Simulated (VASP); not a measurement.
# BeTe (F-43m) in VASP: a series of runs

BeTe is run at these levels: PBEsol; tasks: single point, relaxation of cell and atoms.

Everything below comes from runs of VASP 6.6.1. Logs are shortened: lines on timing, memory, paths and dates and some standing lists are left out, and cuts for length are marked.

### 1 The cell of the first run

The structure is cubic, space group F-43m (No. 216). The conventional cell has a = 5.605 Å, b = 5.605 Å, c = 5.605 Å, α = 90.00°, β = 90.00°, γ = 90.00°. Within 3.2 Å of Be (site symmetry -43m) lie 4 Te at 2.43 Å. Within 3.2 Å of Te (site symmetry -43m) lie 4 Be at 2.43 Å.

### 2 Single point, PBEsol

Contents of INCAR:

```
SYSTEM = BeTe
PREC = Accurate
ENCUT = 600
EDIFF = 1E-6
ISMEAR = 0
SIGMA = 0.02
LREAL = .FALSE.
LASPH = .TRUE.
NELM = 120
ALGO = Normal
ISIF = 2
LWAVE = .FALSE.
LCHARG = .FALSE.
GGA = PS
NBANDS = 11
GGA_COMPAT = .FALSE.
```

Contents of KPOINTS:

```
regular mesh
0
G
  8 8 8
  0 0 0
```

Contents of POSCAR:

```
BeTe
1.0
    0.0000000000      2.8023799439      2.8023799439
    2.8023799439      0.0000000000      2.8023799439
    2.8023799439      2.8023799439      0.0000000000
Be Te
1 1
Direct
    0.0000000000      0.0000000000      0.0000000000
    0.2500000000      0.2500000000      0.2500000000
```

Potentials or basis: VASP PAW PBE potentials, release 64 (Be, Te).

Run with:

```
$ cat potpaw_PBE.64/Be/POTCAR potpaw_PBE.64/Te/POTCAR > POTCAR
$ mpirun -np 1 vasp_std > vasp.out
```

OUTCAR:

```text
SYSTEM = BeTe
   PREC = Accurate
   ENCUT = 600
   EDIFF = 1E-6
   ISMEAR = 0
   LREAL = .FALSE.
   LASPH = .TRUE.
   NELM = 120
   ISIF = 2
   GGA = PS

 ion  position               nearest neighbor table
   1  0.000  0.000  0.000-   2 2.43   2 2.43   2 2.43   2 2.43
   2  0.250  0.250  0.250-   1 2.43   1 2.43   1 2.43   1 2.43

  LATTYP: Found a face centered cubic cell.
 ALAT       =     5.6047598878

  Lattice vectors:

 A1 = (   0.0000000000,   2.8023799439,   2.8023799439)
 A2 = (   2.8023799439,   0.0000000000,   2.8023799439)
 A3 = (   2.8023799439,   2.8023799439,   0.0000000000)

Analysis of symmetry for initial positions (statically):
=====================================================================
 Subroutine PRICEL returns:
 Original cell was already a primitive cell.

 Routine SETGRP: Setting up the symmetry group for a
 face centered cubic supercell.

 Subroutine GETGRP returns: Found 24 space group operations
 (whereof 24 operations were pure point group operations)
 out of a pool of 48 trial point group operations.

The static configuration has the point symmetry T_d .

Analysis of symmetry for dynamics (positions and initial velocities):
=====================================================================
 Subroutine PRICEL returns:
 Original cell was already a primitive cell.

 Routine SETGRP: Setting up the symmetry group for a
 face centered cubic supercell.

 Subroutine GETGRP returns: Found 24 space group operations
 (whereof 24 operations were pure point group operations)
 out of a pool of 48 trial point group operations.

The dynamic configuration has the point symmetry T_d .

 Subroutine INISYM returns: Found 24 space group operations
 (whereof 24 operations are pure point group operations),
 and found     1 'primitive' translations

----------------------------------------------------------------------------------------

                                     Primitive cell

  volume of cell :      44.0160

  direct lattice vectors                    reciprocal lattice vectors
     0.000000000  2.802379944  2.802379944    -0.178419775  0.178419775  0.178419775
     2.802379944  0.000000000  2.802379944     0.178419775 -0.178419775  0.178419775
     2.802379944  2.802379944  0.000000000     0.178419775  0.178419775 -0.178419775

  length of vectors
     3.963163724  3.963163724  3.963163724     0.309032116  0.309032116  0.309032116

  position of ions in fractional coordinates (direct lattice)
     0.000000000  0.000000000  0.000000000
     0.250000000  0.250000000  0.250000000

  ion indices of the primitive-cell ions
   primitive index   ion index
                 1           1
                 2           2

----------------------------------------------------------------------------------------

 KPOINTS: regular mesh

Automatic generation of k-mesh.
 Grid dimensions read from file:
 generate k-points for:    8    8    8

 Generating k-lattice:

  Cartesian coordinates                     Fractional coordinates (reciprocal lattice)
    -0.022302472  0.022302472  0.022302472     0.125000000  0.000000000  0.000000000
     0.022302472 -0.022302472  0.022302472     0.000000000  0.125000000  0.000000000
     0.022302472  0.022302472 -0.022302472     0.000000000  0.000000000  0.125000000

  Length of vectors
     0.038629014  0.038629014  0.038629014

  Shift w.r.t. Gamma in fractional coordinates (k-lattice)
     0.000000000  0.000000000  0.000000000

 Subroutine IBZKPT returns following result:
 ===========================================

 Found     29 irreducible k-points:

 Following reciprocal coordinates:
            Coordinates               Weight
  0.000000  0.000000  0.000000      1.000000
  0.125000  0.000000  0.000000      8.000000
  0.250000  0.000000  0.000000      8.000000
  0.375000  0.000000  0.000000      8.000000
  0.500000  0.000000  0.000000      4.000000
  0.125000  0.125000  0.000000      6.000000
[... 16 lines left out ...]
  0.500000  0.250000  0.125000     48.000000
 -0.375000  0.250000  0.125000     24.000000
 [... further k-points ...]
   k-points           NKPTS =     29   k-points in BZ     NKDIM =     29   number of bands    NBANDS=     11
   number of dos      NEDOS =    301   number of ions     NIONS =      2
   total plane-waves  NPLWV =  32768
   dimension x,y,z NGX =    32 NGY =   32 NGZ =   32
   dimension x,y,z NGXF=    64 NGYF=   64 NGZF=   64
   ions per type =               1   1
   NGX,Y,Z   is equivalent  to a cutoff of  13.42, 13.42, 13.42 a.u.
   NGXF,Y,Z  is equivalent  to a cutoff of  26.85, 26.85, 26.85 a.u.
 SYSTEM =  BeTe
   PREC   = accura    normal or accurate (medium, high low for compatibility)
   ISTART =      0    job   : 0-new  1-cont  2-samecut
   ICHARG =      2    charge: 1-file 2-atom 10-const
   ISPIN  =      1    spin polarized calculation?
   LNONCOLLINEAR =      F non collinear calculations
   LSORBIT =      F    spin-orbit coupling
   LASPH  =      T    aspherical Exc in radial PAW
   ENCUT  =  600.0 eV  44.10 Ry    6.64 a.u.   7.92  7.92  7.92*2*pi/ulx,y,z
   NELM   =    120;   NELMIN=  2; NELMDL= -5     # of ELM steps
   EDIFF  = 0.1E-05   stopping-criterion for ELM
   LREAL  =      F    real-space projection
   EDIFFG = 0.1E-04   stopping-criterion for IOM
   NSW    =      0    number of steps for IOM
   IBRION =     -1    ionic relax: 0-MD 1-quasi-New 2-CG
   NFREE  =      0    steps in history (QN), initial steepest desc. (CG)
   ISIF   =      2    stress and relaxation
   ISYM   =      2    0-nonsym 1-usesym 2-fastsym
   POTIM  = 0.5000    time-step for ionic-motion
   TEBEG  =    0.0;   TEEND  =   0.0 temperature during run
   PSTRESS=    0.0 pullay stress
   NELECT =       8.0000    total number of electrons
   NUPDOWN=      -1.0000    fix difference up-down
   EMIN   =  10.00;   EMAX   =-10.00  energy-range for DOS
   EFERMI =   0.00;   METHOD = LEGACY
   ISMEAR =     0;   SIGMA  =   0.02  broadening in eV -4-tet -1-fermi 0-gaus
   EFERMI_NEDOS =   21; number of points for ismear=-14 and -15
   IALGO  =     38    algorithm
   IMIX   =      4    mixing-type and parameters
     AMIX     =   0.40;   BMIX     =  1.00
     AMIX_MAG =   1.60;   BMIX_MAG =  1.00
  volume/ion in A,a.u.               =      22.01       148.52
  Fermi-wavevector in a.u.,A,eV,Ry     =   0.927330  1.752400 11.700216  0.859942
  Thomas-Fermi vector in A             =   2.053389
   LORBIT       =      0    0 simple, 1 ext, 2 COOP (PROOUT), +10 PAW based schemes
   GGA     = PS    functional components
   LHFCALC =     F    Hartree Fock is set to
   AEXX    =    0.0000 exact exchange contribution
   IVDW    =     0    specifies the selected vdW correction
   LEPSILON=     F    determine dielectric tensor
   LRPA    =     F    only Hartree local field effects (RPA)
 non-spin polarized calculation
 Gauss-broadening in eV      SIGMA  =   0.02
  energy-cutoff  :      600.00
  volume of cell :       44.02
 maximum number of plane-waves:      1480
   NGX = 15   NGY = 15   NGZ = 15

 number of electron       8.0000000 magnetization

 Free energy of the ion-electron system (eV)
  ---------------------------------------------------
  ext. energy  EPLUGINS =         0.00000000
  ---------------------------------------------------
  free energy    TOTEN  =        -8.21584807 eV

  energy without entropy =       -8.21584807  energy(sigma->0) =       -8.21584807

 E-fermi :   5.3042     XC(G=0):  -9.2594

 val. band max:        5.1665799026   @ k =   0.0000   0.0000   0.0000
 cond. band min:       6.9840450781   @ k =   0.5000   0.5000   0.0000
 fundamental gap:      1.8174651755
 Fermi energy:         5.3041948352

 k-point     1 :       0.0000    0.0000    0.0000
  band No.  band energies     occupation
      1      -7.2628      2.00000
      2       5.1666      2.00000
      3       5.1666      2.00000
      4       5.1666      2.00000
      5       8.7537      0.00000
      6       8.7537      0.00000
      7       8.7537      0.00000
      8       9.0035      0.00000
      9      13.3790      0.00000
     10      15.4391      0.00000
     11      15.4391      0.00000

 k-point     2 :       0.1250    0.0000    0.0000
  band No.  band energies     occupation
      1      -7.1116      2.00000
      2       3.8186      2.00000
      3       4.9241      2.00000
      4       4.9241      2.00000
      5       8.6885      0.00000
      6       9.1051      0.00000
      7       9.1051      0.00000
      8      10.3111      0.00000
      9      13.7981      0.00000
     10      14.4449      0.00000
     11      14.4449      0.00000

 k-point     3 :       0.2500    0.0000    0.0000
  band No.  band energies     occupation
      1      -6.6934      2.00000
      2       1.7713      2.00000
      3       4.4749      2.00000
      4       4.4749      2.00000
      5       8.4701      0.00000
      6       9.6370      0.00000
      7       9.6370      0.00000
      8      12.2156      0.00000
      9      14.1020      0.00000
     10      14.1641      0.00000
     11      14.1641      0.00000

 k-point     4 :       0.3750    0.0000    0.0000
  band No.  band energies     occupation
      1      -6.1583      2.00000
      2       0.1516      2.00000
      3       4.1312      2.00000
      4       4.1312      2.00000
      5       8.2997      0.00000
      6       9.7549      0.00000
      7       9.7549      0.00000
      8      12.8936      0.00000
      9      14.9191      0.00000
     10      15.2375      0.00000
     11      15.2375      0.00000

 k-point     5 :       0.5000    0.0000    0.0000
  band No.  band energies     occupation
      1      -5.8769      2.00000
      2      -0.5023      2.00000
      3       4.0081      2.00000
      4       4.0081      2.00000
      5       8.2395      0.00000
      6       9.7165      0.00000
      7       9.7165      0.00000
      8      12.8268      0.00000
      9      16.0664      0.00000
     10      16.6854      0.00000
     11      16.6854      0.00000
[... 211 lines left out ...]
 k-point    21 :       0.5000    0.5000    0.0000
  band No.  band energies     occupation
      1      -5.3710      2.00000
      2      -0.0410      2.00000
      3       2.4534      2.00000
      4       2.4534      2.00000
      5       6.9840      0.00000
      6       7.7594      0.00000
      7      14.9652      0.00000
      8      14.9652      0.00000
      9      16.7614      0.00000
     10      18.2368      0.00000
     11      18.6063      0.00000

 k-point    22 :       0.3750    0.2500    0.1250
  band No.  band energies     occupation
      1      -6.3472      2.00000
      2       1.5255      2.00000
      3       2.8526      2.00000
      4       3.9069      2.00000
      5       8.7040      0.00000
      6      10.0480      0.00000
      7      10.4697      0.00000
      8      11.4757      0.00000
      9      14.2356      0.00000
     10      15.6739      0.00000
     11      16.3224      0.00000

 k-point    23 :       0.5000    0.2500    0.1250
  band No.  band energies     occupation
      1      -5.8710      2.00000
      2       0.4439      2.00000
      3       2.3085      2.00000
      4       3.4363      2.00000
      5       9.1479      0.00000
      6       9.8260      0.00000
      7      11.0625      0.00000
      8      12.0974      0.00000
      9      15.0066      0.00000
     10      15.4843      0.00000
     11      17.3918      0.00000

 k-point    24 :      -0.3750    0.2500    0.1250
  band No.  band energies     occupation
      1      -5.6294      2.00000
      2      -0.0662      2.00000
      3       2.2002      2.00000
      4       3.2061      2.00000
      5       9.3042      0.00000
      6       9.5202      0.00000
      7      11.8681      0.00000
      8      12.9290      0.00000
      9      13.6101      0.00000
     10      16.7253      0.00000
     11      17.0329      0.00000

 [... further k-points ...]

------------------------ aborting loop because EDIFF is reached ----------------------------------------

  FORCE on cell =-STRESS in cart. coord.  units (eV):
  Direction    XX          YY          ZZ          XY          YZ          ZX
  --------------------------------------------------------------------------------------
  -------------------------------------------------------------------------------------
  Total        0.0711789      0.0711789      0.0711789     -0.0000000     -0.0000000      0.0000000
  in kB        2.5909002      2.5909002      2.5909002     -0.0000000     -0.0000000      0.0000000
  external PRESSURE =       2.5909002 kB  Pullay stress =       0.0000000 kB

 VOLUME and BASIS-vectors are now :
 -----------------------------------------------------------------------------
  energy-cutoff  :      600.00
  volume of cell :       44.02
      direct lattice vectors                 reciprocal lattice vectors
     0.000000000  2.802379944  2.802379944    -0.178419775  0.178419775  0.178419775
     2.802379944  0.000000000  2.802379944     0.178419775 -0.178419775  0.178419775
     2.802379944  2.802379944  0.000000000     0.178419775  0.178419775 -0.178419775

 POSITION                                       TOTAL-FORCE (eV/Angst)
 -----------------------------------------------------------------------------------
      0.00000      0.00000      0.00000        -0.000000     -0.000000      0.000000
      1.40119      1.40119      1.40119         0.000000      0.000000     -0.000000
 -----------------------------------------------------------------------------------
    total drift:                                0.000000      0.000000      0.000000

  FREE ENERGIE OF THE ION-ELECTRON SYSTEM (eV)
  ---------------------------------------------------
  free  energy   TOTEN  =        -8.2158480703 eV

  energy  without entropy=       -8.2158480703  energy(sigma->0) =       -8.21584807
```

Wall time 24 s (1 thread of Intel Xeon 8259CL, shared host); peak memory 0.18 GiB.

What came out:

| Property | Result |
| --- | --- |
| Free energy | -8.2158 eV |
| Pressure | 0.3 GPa |
| Band gap on the k mesh | 1.82 eV (least direct gap 3.59 eV) |

Levels at points of the mesh, in eV from the valence-band top:
```csv
k point,band 1,band 2,band 3,band 4,band 5,band 6,band 7,band 8
"(0.00, 0.00, 0.00)",-12.43,0.00,0.00,0.00,3.59,3.59,3.59,3.84
"(0.50, 0.00, 0.00)",-11.04,-5.67,-1.16,-1.16,3.07,4.55,4.55,7.66
"(0.50, 0.50, 0.00)",-10.54,-5.21,-2.71,-2.71,1.82,2.59,9.80,9.80
```

Caveat: the PAW data sets were made with another functional, which shifts forces and pressure a little; spin-orbit coupling is left out, which moves the levels of the heavy elements.

### 3 Single point, PBEsol

Contents of INCAR:

```
PREC     = Accurate       # precision mode
ENCUT    = 600            # plane-wave cutoff, eV
EDIFF    = 1E-6           # SCF threshold, eV
ISMEAR   = 0              # smearing method
SIGMA    = 0.02           # smearing width, eV
LREAL    = F              # projectors in reciprocal space
LASPH    = T              # aspherical terms in the spheres
NELM     = 120            # most SCF steps
ALGO     = Normal         # electronic algorithm
ISIF     = 2              # what is computed and relaxed
LWAVE    = F              # write WAVECAR
LCHARG   = F              # write CHGCAR
GGA      = PS             # functional
NBANDS   = 11             # bands
GGA_COMPAT= F
```

Contents of KPOINTS:

```
Automatic mesh
0
Gamma
  8 8 8
```

POSCAR is that of step 2.

Potentials or basis: VASP PAW PBE potentials, release 64 (Be, Te).

Run with:

```
$ cat potpaw_PBE.64/Be/POTCAR potpaw_PBE.64/Te/POTCAR > POTCAR
$ mpirun -np 1 vasp_std > vasp.out
```

It took 24 s on 1 thread of Intel Xeon 8259CL, shared host; peak memory 0.18 GiB.

The run converged. Its results:

```yaml
Free_energy: -8.2158 eV
Pressure: 0.3 GPa
Band_gap_on_the_k_mesh: 1.82 eV (least direct gap 3.59 eV)
```

Levels at points of the mesh, in eV from the valence-band top:
```
           k point  band 1  band 2  band 3  band 4  band 5  band 6  band 7  band 8  band 9
(0.00, 0.00, 0.00)  -12.43    0.00    0.00    0.00    3.59    3.59    3.59    3.84    8.21
(0.50, 0.00, 0.00)  -11.04   -5.67   -1.16   -1.16    3.07    4.55    4.55    7.66   10.90
(0.50, 0.50, 0.00)  -10.54   -5.21   -2.71   -2.71    1.82    2.59    9.80    9.80   11.59
```

Caveat: the PAW data sets were made with another functional, which shifts forces and pressure a little; spin-orbit coupling is left out, which moves the levels of the heavy elements. A k mesh can miss the band edges.

(Continued in part 2 of 2.)
